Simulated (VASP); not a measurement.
# Al4Fe3Co in VASP: further runs, part 2 of 2

VASP 6.6.1.

### Step 4. Relaxation of cell and atoms, PBE, collinear spin, ferrimagnetic start

This run uses another cell than the first one, of 13.37 Å³/atom, 1.130 times its volume.

INCAR reads:

```
  ALGO = Fast
  EDIFF = 1E-7
  EDIFFG = -0.04
  ENCUT = 600
  GGA = PE
  IBRION = 2
  ISIF = 3
  ISMEAR = 0
  ISPIN = 2
  LASPH = T
  LCHARG = F
  LMAXMIX = 4
  LORBIT = 11
  LREAL = F
  LWAVE = F
  MAGMOM = 0 0 0 0 -4 4 4 3
  NELM = 150
  NSW = 90
  PREC = Accurate
  SIGMA = 0.1
```

KPOINTS reads:

```
k-points
0
Gamma
  4 4 4
```

POSCAR reads:

```
Al4Fe3Co
1.0
   -2.9901031700      2.9901031700      2.9901031700
    2.9901031700     -2.9901031700      2.9901031700
    2.9901031700      2.9901031700     -2.9901031700
Al Fe Co
4 3 1
Direct
    0.0000000000      0.5000000000      0.0000000000
    0.5000000000      0.5000000000      0.5000000000
    0.0000000000      0.0000000000      0.5000000000
    0.5000000000      0.0000000000      0.0000000000
    0.5000000000      0.0000000000      0.5000000000
    0.5000000000      0.5000000000      0.0000000000
    0.0000000000      0.5000000000      0.5000000000
    0.0000000000      0.0000000000      0.0000000000
```

Potentials or basis: VASP PAW PBE potentials, release 64 (Al, Fe, Co).

On the command line:

```bash
> cat potpaw_PBE.64/Al/POTCAR potpaw_PBE.64/Fe/POTCAR potpaw_PBE.64/Co/POTCAR > POTCAR
> mpirun -np 1 vasp_std > vasp.out
```

OUTCAR:

```text
EDIFF = 1E-7
   EDIFFG = -0.04
   ENCUT = 600
   GGA = PE
   IBRION = 2
   ISIF = 3
   ISMEAR = 0
   ISPIN = 2
   LASPH = T
   LORBIT = 11
   LREAL = F
   NELM = 150
   NSW = 90
   PREC = Accurate

 ion  position               nearest neighbor table
   1  0.000  0.500  0.000-   5 2.59   6 2.59   7 2.59   8 2.59   7 2.59   8 2.59   6 2.59   5 2.59
                             4 2.99   3 2.99   2 2.99   2 2.99   4 2.99   3 2.99
   2  0.500  0.500  0.500-   5 2.59   6 2.59   7 2.59   8 2.59   6 2.59   5 2.59   7 2.59   8 2.59
                             4 2.99   4 2.99   1 2.99   1 2.99   3 2.99   3 2.99
   3  0.000  0.000  0.500-   5 2.59   6 2.59   7 2.59   8 2.59   8 2.59   7 2.59   5 2.59   6 2.59
                             4 2.99   1 2.99   1 2.99   4 2.99   2 2.99   2 2.99
   4  0.500  0.000  0.000-   5 2.59   6 2.59   7 2.59   8 2.59   5 2.59   6 2.59   8 2.59   7 2.59
                             3 2.99   2 2.99   1 2.99   3 2.99   1 2.99   2 2.99
   5  0.500  0.000  0.500-   1 2.59   2 2.59   3 2.59   4 2.59   4 2.59   2 2.59   3 2.59   1 2.59
                             7 2.99   6 2.99   8 2.99   8 2.99   7 2.99   6 2.99
   6  0.500  0.500  0.000-   1 2.59   2 2.59   3 2.59   4 2.59   2 2.59   4 2.59   1 2.59   3 2.59
                             7 2.99   5 2.99   8 2.99   7 2.99   8 2.99   5 2.99
   7  0.000  0.500  0.500-   1 2.59   2 2.59   3 2.59   4 2.59   1 2.59   3 2.59   2 2.59   4 2.59
                             6 2.99   8 2.99   8 2.99   6 2.99   5 2.99   5 2.99
   8  0.000  0.000  0.000-   1 2.59   2 2.59   3 2.59   4 2.59   3 2.59   1 2.59   4 2.59   2 2.59
                             6 2.99   7 2.99   7 2.99   5 2.99   6 2.99   5 2.99

  LATTYP: Found a body centered cubic cell.
 ALAT       =     5.9802063400

  Lattice vectors:

 A1 = (  -2.9901031700,   2.9901031700,   2.9901031700)
 A2 = (   2.9901031700,  -2.9901031700,   2.9901031700)
 A3 = (   2.9901031700,   2.9901031700,  -2.9901031700)

Analysis of symmetry for initial positions (statically):
=====================================================================
 Subroutine PRICEL returns:
 Original cell was already a primitive cell.

 Routine SETGRP: Setting up the symmetry group for a
 body centered cubic supercell.

 Subroutine GETGRP returns: Found 48 space group operations
 (whereof 48 operations were pure point group operations)
 out of a pool of 48 trial point group operations.

The static configuration has the point symmetry O_h .

Analysis of symmetry for dynamics (positions and initial velocities):
=====================================================================
 Subroutine PRICEL returns:
 Original cell was already a primitive cell.

 Routine SETGRP: Setting up the symmetry group for a
 body centered cubic supercell.

 Subroutine GETGRP returns: Found 48 space group operations
 (whereof 48 operations were pure point group operations)
 out of a pool of 48 trial point group operations.

The dynamic configuration has the point symmetry O_h .

Analysis of structural, dynamic, and magnetic symmetry:
=====================================================================
 Subroutine PRICEL returns:
 Original cell was already a primitive cell.

 Routine SETGRP: Setting up the symmetry group for a
 body centered cubic supercell.

 Subroutine GETGRP returns: Found 16 space group operations
 (whereof 16 operations were pure point group operations)
 out of a pool of 48 trial point group operations.

The overall configuration has the point symmetry D_4h.

 Subroutine INISYM returns: Found 16 space group operations
 (whereof 16 operations are pure point group operations),
 and found     1 'primitive' translations

----------------------------------------------------------------------------------------

                                     Primitive cell

  volume of cell :     106.9347

[... 96 lines left out ...]
   POTIM  = 0.5000    time-step for ionic-motion
   TEBEG  =    0.0;   TEEND  =   0.0 temperature during run
   PSTRESS=    0.0 pullay stress
   NELECT =      45.0000    total number of electrons
   NUPDOWN=      -1.0000    fix difference up-down
   EMIN   =  10.00;   EMAX   =-10.00  energy-range for DOS
   EFERMI =   0.00;   METHOD = LEGACY
   ISMEAR =     0;   SIGMA  =   0.10  broadening in eV -4-tet -1-fermi 0-gaus
   EFERMI_NEDOS =   21; number of points for ismear=-14 and -15
   IALGO  =     68    algorithm
   IMIX   =      4    mixing-type and parameters
     AMIX     =   0.40;   BMIX     =  1.00
     AMIX_MAG =   1.60;   BMIX_MAG =  1.00
  volume/ion in A,a.u.               =      13.37        90.20
  Fermi-wavevector in a.u.,A,eV,Ry     =   1.226797  2.318311 20.477200  1.505032
  Thomas-Fermi vector in A             =   2.361785
   LORBIT       =     11    0 simple, 1 ext, 2 COOP (PROOUT), +10 PAW based schemes
   GGA     = PE    functional components
   LHFCALC =     F    Hartree Fock is set to
   AEXX    =    0.0000 exact exchange contribution
   IVDW    =     0    specifies the selected vdW correction
   LEPSILON=     F    determine dielectric tensor
   LRPA    =     F    only Hartree local field effects (RPA)
 conjugate gradient relaxation of ions
 spin polarized calculation
 RMM-DIIS sequential band-by-band and
 Gauss-broadening in eV      SIGMA  =   0.10
  energy-cutoff  :      600.00
  volume of cell :      106.93
 maximum number of plane-waves:      3592
 NGX is ok and might be reduce to    42
   NGX = 21   NGY = 21   NGZ = 21

--------------------------------------- Ionic step        1  -------------------------------------------

 number of electron      45.0000002 magnetization       2.2220094

 Free energy of the ion-electron system (eV)
  ---------------------------------------------------
  ext. energy  EPLUGINS =         0.00000000
  ---------------------------------------------------
  free energy    TOTEN  =       -49.26767415 eV

  energy without entropy =      -49.22392929  energy(sigma->0) =      -49.24580172

------------------------ aborting loop because EDIFF is reached ----------------------------------------

  FORCE on cell =-STRESS in cart. coord.  units (eV):
  Direction    XX          YY          ZZ          XY          YZ          ZX
  --------------------------------------------------------------------------------------
  -------------------------------------------------------------------------------------
  Total       -9.1599938    -10.2210077     -9.1599938      0.0000000      0.0000000      0.0000000
  in kB     -137.2420672   -153.1389925   -137.2420672      0.0000000      0.0000000      0.0000000
  external PRESSURE =    -142.5410423 kB  Pullay stress =       0.0000000 kB
[... 113 lines left out ...]
--------------------------------------- Ionic step        4  -------------------------------------------

 number of electron      44.9999990 magnetization       2.1547743

 Free energy of the ion-electron system (eV)
  ---------------------------------------------------
  ext. energy  EPLUGINS =         0.00000000
  ---------------------------------------------------
  free energy    TOTEN  =       -49.98637734 eV

  energy without entropy =      -49.94033672  energy(sigma->0) =      -49.96335703

 E-fermi :   8.5214     XC(G=0): -12.1625

 val. band max:        8.5157839656   @ k =   0.5000   0.2500   0.5000
 cond. band min:       8.5229019855   @ k =   0.2500  -0.2500   0.2500
 fundamental gap:      0.0071180199
 Fermi energy:         8.5214133314

 spin component 1

 k-point     1 :       0.0000    0.0000    0.0000
  band No.  band energies     occupation
      1      -1.9405      1.00000
      2       3.5851      1.00000
      3       3.6045      1.00000
      4       3.6045      1.00000
      5       5.8886      1.00000
      6       5.9386      1.00000
[... 431 lines left out ...]
     30      12.8297      0.00000
     31      14.3634      0.00000
 Fermi energy:         8.5214133314

 spin component 2

 k-point     1 :       0.0000    0.0000    0.0000
  band No.  band energies     occupation
      1      -1.9393      1.00000
      2       3.7745      1.00000
      3       3.8058      1.00000
      4       3.8058      1.00000
      5       6.0897      1.00000
      6       6.0908      1.00000
[... 466 lines left out ...]
  FREE ENERGIE OF THE ION-ELECTRON SYSTEM (eV)
  ---------------------------------------------------
  free  energy   TOTEN  =       -49.9863773353 eV

  energy  without entropy=      -49.9403367169  energy(sigma->0) =      -49.96335703

 reached required accuracy - stopping structural energy minimisation

 total charge

# of ion       s       p       d       tot
------------------------------------------
    1        0.398   0.433   0.000   0.831
    2        0.398   0.433   0.000   0.831
    3        0.398   0.433   0.000   0.831
    4        0.398   0.433   0.000   0.831
    5        0.429   0.508   6.485   7.421
    6        0.429   0.509   6.482   7.420
    7        0.429   0.509   6.482   7.420
    8        0.435   0.492   7.484   8.412
--------------------------------------------------
tot          3.316   3.749  26.932  33.997

 magnetization (x)

# of ion       s       p       d       tot
------------------------------------------
    1       -0.006  -0.014   0.000  -0.020
    2       -0.006  -0.014   0.000  -0.020
    3       -0.006  -0.014   0.000  -0.020
    4       -0.006  -0.014   0.000  -0.020
    5        0.002   0.006   0.759   0.768
    6        0.003   0.006   0.794   0.803
    7        0.003   0.006   0.794   0.803
    8       -0.008   0.000  -0.070  -0.077
--------------------------------------------------
tot         -0.026  -0.036   2.277   2.216
```

Wall time 17 min (1 thread of Oxide Virtual Turin-like, shared host); peak memory 0.35 GiB.

What came out:

```
Free energy                                           : -49.9864 eV
Relaxed volume                                        : 11.83 Å³/atom
Relaxed cell                                          : a = 4.973 Å, b = 4.973 Å, c = 4.973 Å, α = 109.35°, β = 109.72°, γ = 109.35°
Space group after relaxing (to 0.05 Å)                : Im-3m (No. 229)
Energy gained by relaxing                             : 89.8 meV/atom
Ionic steps                                           : 4
Pressure after relaxing                               : -0.3 GPa
Net moment                                            : 2.15 μB per cell
Site moments                                          : Al -0.02; Fe +0.77, +0.80; Co -0.08 μB
Valence electrons inside the program's atomic spheres : Al 0.83; Fe 7.42; Co 8.41
```

The path:
```
step  energy change (eV)  largest force (eV/Å)  pressure (GPa)  volume (Å³)
   1              0.0000                0.0000          -14.25       106.93
   2             -0.5630                0.0000           10.62        89.56
   3             -0.7178                0.0000            0.79        94.07
   4             -0.7187                0.0000           -0.31        94.65
```

Final structure:
```
CELL_PARAMETERS angstrom
-2.87536 2.86207 2.87536
2.87536 -2.86207 2.87536
2.87536 2.86207 -2.87536
ATOMIC_POSITIONS crystal
Al 0.00000 0.50000 0.00000
Al 0.50000 0.50000 0.50000
Al 0.00000 0.00000 0.50000
Al 0.50000 0.00000 0.00000
Fe 0.50000 0.00000 0.50000
Fe 0.50000 0.50000 0.00000
Fe 0.00000 0.50000 0.50000
Co 0.00000 0.00000 0.00000
```

Caveat: the k points lie up to 0.39 Å⁻¹ apart in the final cell; the moment fell far below its start of 4 μB, so a state of higher moment may lie lower in energy.
